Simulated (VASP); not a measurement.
# I (Fd-3m) in VASP: further runs, part 2 of 2

VASP 6.6.1.

## (4) Relaxation of cell and atoms, PBE, target pressure 10 GPa, at which the enthalpy is minimised

INCAR reads:

```
PREC     = Accurate       # precision mode
ENCUT    = 600            # plane-wave cutoff, eV
EDIFF    = 1E-6           # SCF threshold, eV
ISMEAR   = -1             # smearing method
SIGMA    = 0.02           # smearing width, eV
LREAL    = F              # projectors in reciprocal space
LASPH    = T              # aspherical terms in the spheres
NELM     = 60             # most SCF steps
ALGO     = Normal         # electronic algorithm
ISIF     = 3              # what is computed and relaxed
LWAVE    = F              # write WAVECAR
LCHARG   = F              # write CHGCAR
GGA      = PE             # functional
IBRION   = 2              # ionic algorithm
NSW      = 50             # ionic steps
EDIFFG   = -0.03          # ionic threshold
PSTRESS  = 100.0
```

KPOINTS reads:

```
regular mesh
0
Gamma
  5 5 5
```

POSCAR reads:

```
I
1.0
    0.0000000000      3.4950000000      3.4950000000
    3.4950000000      0.0000000000      3.4950000000
    3.4950000000      3.4950000000      0.0000000000
I
2
Direct
    0.0000000000      0.0000000000      0.0000000000
    0.2500000000      0.2500000000      0.2500000000
```

Potentials or basis: VASP PAW PBE potentials, release 64 (I).

Run with:

```sh
> cat potpaw_PBE.64/I/POTCAR > POTCAR
> mpirun -np 1 vasp_std > vasp.out
```

OUTCAR:

```text
PREC = Accurate
   ENCUT = 600
   EDIFF = 1E-6
   ISMEAR = -1
   LREAL = F
   LASPH = T
   NELM = 60
   ISIF = 3
   GGA = PE
   IBRION = 2
   NSW = 50
   EDIFFG = -0.03
   PSTRESS = 100.0

 ion  position               nearest neighbor table
   1  0.000  0.000  0.000-   2 3.03   2 3.03   2 3.03   2 3.03
   2  0.250  0.250  0.250-   1 3.03   1 3.03   1 3.03   1 3.03

  LATTYP: Found a face centered cubic cell.
 ALAT       =     6.9900000000

  Lattice vectors:

 A1 = (   0.0000000000,   3.4950000000,   3.4950000000)
 A2 = (   3.4950000000,   0.0000000000,   3.4950000000)
 A3 = (   3.4950000000,   3.4950000000,   0.0000000000)

Analysis of symmetry for initial positions (statically):
=====================================================================
 Subroutine PRICEL returns:
 Original cell was already a primitive cell.

 Routine SETGRP: Setting up the symmetry group for a
 face centered cubic supercell.

 Subroutine GETGRP returns: Found 48 space group operations
 (whereof 24 operations were pure point group operations)
 out of a pool of 48 trial point group operations.

The static configuration has the point symmetry T_d .
 The point group associated with its full space group is O_h .

[... 134 lines left out ...]
   NGX = 19   NGY = 19   NGZ = 19

--------------------------------------- Ionic step        1  -------------------------------------------

 number of electron      14.0000000 magnetization

 Free energy of the ion-electron system (eV)
  ---------------------------------------------------
  ext. energy  EPLUGINS =         0.00000000
  ---------------------------------------------------
  free energy    TOTEN  =        -1.24764555 eV

  energy without entropy =       -1.24071295  energy(sigma->0) =       -1.24417925

------------------------ aborting loop because EDIFF is reached ----------------------------------------

  FORCE on cell =-STRESS in cart. coord.  units (eV):
  Direction    XX          YY          ZZ          XY          YZ          ZX
  --------------------------------------------------------------------------------------
  -------------------------------------------------------------------------------------
  Total        4.7146269      4.7146269      4.7146269      0.0000000      0.0000000      0.0000000
  in kB       88.4680335     88.4680335     88.4680335      0.0000000      0.0000000      0.0000000
  external PRESSURE =     -11.5319665 kB  Pullay stress =     100.0000000 kB
[... 63 lines left out ...]
--------------------------------------- Ionic step        3  -------------------------------------------

 number of electron      14.0000001 magnetization

 Free energy of the ion-electron system (eV)
  ---------------------------------------------------
  ext. energy  EPLUGINS =         0.00000000
  ---------------------------------------------------
  free energy    TOTEN  =        -1.11899196 eV

  energy without entropy =       -1.11205350  energy(sigma->0) =       -1.11552273

 E-fermi :   4.0232     XC(G=0):  -7.8806

 val. band max:        4.0218607383   @ k =   0.4000   0.2000   0.0000
 cond. band min:       4.0380122811   @ k =   0.4000   0.0000   0.0000
 fundamental gap:      0.0161515428
 Fermi energy:         4.0232334812

 k-point     1 :       0.0000    0.0000    0.0000
  band No.  band energies     occupation
      1     -11.1011      2.00000
      2      -6.9554      2.00000
      3      -0.1787      2.00000
      4      -0.1787      2.00000
      5      -0.1787      2.00000
      6       2.3302      2.00000
      7       2.3302      2.00000
      8       2.3302      2.00000
      9       7.7624      0.00000
     10       9.9558      0.00000
     11       9.9558      0.00000
[... 157 lines left out ...]
  energy  without entropy=       -1.1120535006  energy(sigma->0) =       -1.11552273

  enthalpy is  TOTEN    =         4.0734460206 eV   P V=        5.1924379816

 reached required accuracy - stopping structural energy minimisation
```

OSZICAR:

```text
N       E                     dE             d eps       ncg     rms          rms(c)
DAV:   1     0.733238812231E+02    0.73324E+02   -0.56244E+03   220   0.111E+03
DAV:   2     0.381985986882E+01   -0.69504E+02   -0.67020E+02   317   0.152E+02
DAV:   3    -0.115297178226E+01   -0.49728E+01   -0.49359E+01   279   0.468E+01
[... 33 lines left out ...]
DAV:   8    -0.111901730191E+01    0.66894E-04   -0.48501E-05   309   0.577E-02    0.306E-01
DAV:   9    -0.111900158730E+01    0.15715E-04   -0.25146E-06   238   0.116E-02    0.139E-01
DAV:  10    -0.111899303315E+01    0.85541E-05   -0.12582E-06   110   0.946E-03    0.155E-02
DAV:  11    -0.111899186088E+01    0.11723E-05   -0.32261E-07   110   0.528E-03    0.700E-03
DAV:  12    -0.111899196100E+01   -0.10012E-06   -0.99171E-08   110   0.276E-03
   3 F= 0.40734460E+01 E0= 0.40769153E+01  d E =-.809535E-02
```

Wall time 47 s (1 thread of AMD EPYC 7R13, shared host); peak memory 0.2 GiB.

Results:

| Property | Result |
| --- | --- |
| Free energy | -1.1190 eV |
| Relaxed volume | 41.60 Å³/atom |
| Relaxed cell | a = 4.900 Å, b = 4.900 Å, c = 4.900 Å, α = 60.00°, β = 60.00°, γ = 60.00° |
| Space group after relaxing (to 0.1 Å) | Fd-3m (No. 227) |
| Energy change on relaxing (the run minimises the enthalpy) | +64.3 meV/atom |
| Ionic steps | 3 |
| Pressure after relaxing | 10.0 GPa |
| Band gap on the k mesh | zero (bands 7 and 8 overlap by 2.21 eV) |

The path:
| step | energy change (eV) | largest force (eV/Å) | pressure (GPa) | volume (Å³) |
| --- | --- | --- | --- | --- |
| 1 | 0.0000 | 0.0000 | 8.85 | 85.38 |
| 2 | 0.2298 | 0.0000 | 10.92 | 81.64 |
| 3 | 0.1287 | 0.0000 | 10.00 | 83.19 |

Final structure:
```yaml
crystal:
  lattice:
    - [0.00000, 3.46485, 3.46485]
    - [3.46485, 0.00000, 3.46485]
    - [3.46485, 3.46485, 0.00000]
  atoms:
    - { symbol: I, position: [0.00000, 0.00000, 0.00000] }
    - { symbol: I, position: [0.25000, 0.25000, 0.25000] }
```

Caveat: the cell is relaxed towards a set pressure, so the run minimises the enthalpy, not the energy; spin-orbit coupling is left out, which moves the levels of the heavy elements.

## (5) Relaxation of cell and atoms, PBE, target pressure 20 GPa, at which the enthalpy is minimised

INCAR reads:

```
PREC     = Accurate       # precision mode
ENCUT    = 600            # plane-wave cutoff, eV
EDIFF    = 1E-6           # SCF threshold, eV
ISMEAR   = -1             # smearing method
SIGMA    = 0.02           # smearing width, eV
LREAL    = False          # projectors in reciprocal space
LASPH    = True           # aspherical terms in the spheres
NELM     = 60             # most SCF steps
ALGO     = Normal         # electronic algorithm
ISIF     = 3              # what is computed and relaxed
LWAVE    = False          # write WAVECAR
LCHARG   = False          # write CHGCAR
GGA      = PE             # functional
IBRION   = 2              # ionic algorithm
NSW      = 50             # ionic steps
EDIFFG   = -0.03          # ionic threshold
PSTRESS  = 200.0
```

KPOINTS reads:

```
Automatic mesh
0
Gamma
  5 5 5
```

POSCAR is that of step 4.

Potentials or basis: VASP PAW PBE potentials, release 64 (I).

Run with:

```sh
> cat potpaw_PBE.64/I/POTCAR > POTCAR
> mpirun -np 1 vasp_std > vasp.out
```

OUTCAR:

```text
PREC = Accurate
   ENCUT = 600
   EDIFF = 1E-6
   ISMEAR = -1
   LREAL = False
   LASPH = True
   NELM = 60
   ISIF = 3
   GGA = PE
   IBRION = 2
   NSW = 50
   EDIFFG = -0.03
   PSTRESS = 200.0

 ion  position               nearest neighbor table
   1  0.000  0.000  0.000-   2 3.03   2 3.03   2 3.03   2 3.03
   2  0.250  0.250  0.250-   1 3.03   1 3.03   1 3.03   1 3.03

  LATTYP: Found a face centered cubic cell.
 ALAT       =     6.9900000000

  Lattice vectors:

 A1 = (   0.0000000000,   3.4950000000,   3.4950000000)
 A2 = (   3.4950000000,   0.0000000000,   3.4950000000)
 A3 = (   3.4950000000,   3.4950000000,   0.0000000000)

Analysis of symmetry for initial positions (statically):
=====================================================================
 Subroutine PRICEL returns:
[... 204 lines left out ...]

 k-point     1 :       0.0000    0.0000    0.0000
  band No.  band energies     occupation
      1      -9.2146      2.00000
      2       0.0285      2.00000
      3       3.4023      2.00000
      4       3.4023      2.00000
      5       3.4023      2.00000
      6       6.8506      2.00000
      7       6.8506      2.00000
      8       6.8506      2.00000
      9      12.5479      0.00000
     10      14.6327      0.00000
     11      14.6327      0.00000
[... 237 lines left out ...]
--------------------------------------- Ionic step        5  -------------------------------------------

 number of electron      14.0000000 magnetization

 Free energy of the ion-electron system (eV)
  ---------------------------------------------------
  ext. energy  EPLUGINS =         0.00000000
  ---------------------------------------------------
  free energy    TOTEN  =        -0.02956305 eV

  energy without entropy =       -0.02444259  energy(sigma->0) =       -0.02700282

 E-fermi :   5.9483     XC(G=0):  -8.5807

 val. band max:        5.9381550146   @ k =   0.4000   0.2000   0.0000
 cond. band min:       6.0977109491   @ k =  -0.4000   0.4000   0.2000
 fundamental gap:      0.1595559345
 Fermi energy:         5.9483226466

 k-point     1 :       0.0000    0.0000    0.0000
  band No.  band energies     occupation
      1     -10.4543      2.00000
      2      -4.8292      2.00000
      3       0.9229      2.00000
      4       0.9229      2.00000
      5       0.9229      2.00000
      6       3.7796      2.00000
      7       3.7796      2.00000
      8       3.7796      2.00000
      9       9.3012      0.00000
     10      11.4074      0.00000
     11      11.4074      0.00000
[... 157 lines left out ...]
  energy  without entropy=       -0.0244425948  energy(sigma->0) =       -0.02700282

  enthalpy is  TOTEN    =         8.8483125117 eV   P V=        8.8778755610

 reached required accuracy - stopping structural energy minimisation
```

Wall time 92 s (1 thread of AMD EPYC 7R13, shared host); peak memory 0.2 GiB.

What came out:

```yaml
Free_energy: -0.0296 eV
Relaxed_volume: 35.56 Å³/atom
Relaxed_cell: a = 4.651 Å, b = 4.651 Å, c = 4.651 Å, α = 60.00°, β = 60.00°, γ = 60.00°
Space_group_after_relaxing_to_0.1_Å: Fd-3m (No. 227)
Energy_change_on_relaxing_the_run_minimises_the_enthalpy: +609.0 meV/atom
Ionic_steps: 5
Pressure_after_relaxing: 20.1 GPa
Band_gap_on_the_k_mesh: zero (bands 7 and 8 overlap by 2.88 eV)
```

Step by step:
| step | energy change (eV) | largest force (eV/Å) | pressure (GPa) | volume (Å³) |
| --- | --- | --- | --- | --- |
| 1 | 0.0000 | 0.0000 | 8.85 | 85.38 |
| 2 | 4.9970 | 0.0000 | 56.25 | 53.67 |
| 3 | 1.0986 | 0.0000 | 19.01 | 72.10 |
| 4 | 1.1853 | 0.0000 | 19.81 | 71.38 |
| 5 | 1.2181 | 0.0000 | 20.11 | 71.12 |

Final structure:
```
CELL_PARAMETERS angstrom
0.00000 3.28841 3.28841
3.28841 0.00000 3.28841
3.28841 3.28841 0.00000
ATOMIC_POSITIONS crystal
I 0.00000 0.00000 0.00000
I 0.25000 0.25000 0.25000
```

Caveat: the cell is relaxed towards a set pressure, so the run minimises the enthalpy, not the energy; the volume moved by over 15 % at a fixed basis, so the end points are rough; spin-orbit coupling is left out, which moves the levels of the heavy elements.

## (6) The runs side by side

```csv
cell,gap on the mesh (eV),pressure (GPa)
relaxed,none,-0.1
relaxed to 5 GPa,none,5.0
relaxed to 10 GPa,none,10.0
relaxed to 20 GPa,none,20.1
```

Alike in all rows: task relaxation of cell and atoms; level PBE; potentials or basis VASP PAW PBE potentials, release 64 (I); no spin polarisation; k mesh 5 × 5 × 5; cutoff (eV) 600; smearing fermi-dirac 0.02 eV.

Caveats: spin-orbit coupling is left out, which moves the levels of the heavy elements; the cell is relaxed towards a set pressure, so the run minimises the enthalpy, not the energy (at least some runs); the volume moved by over 15 % at a fixed basis, so the end points are rough (at least some runs).

Absolute energies hang on the potentials; compare differences alone.
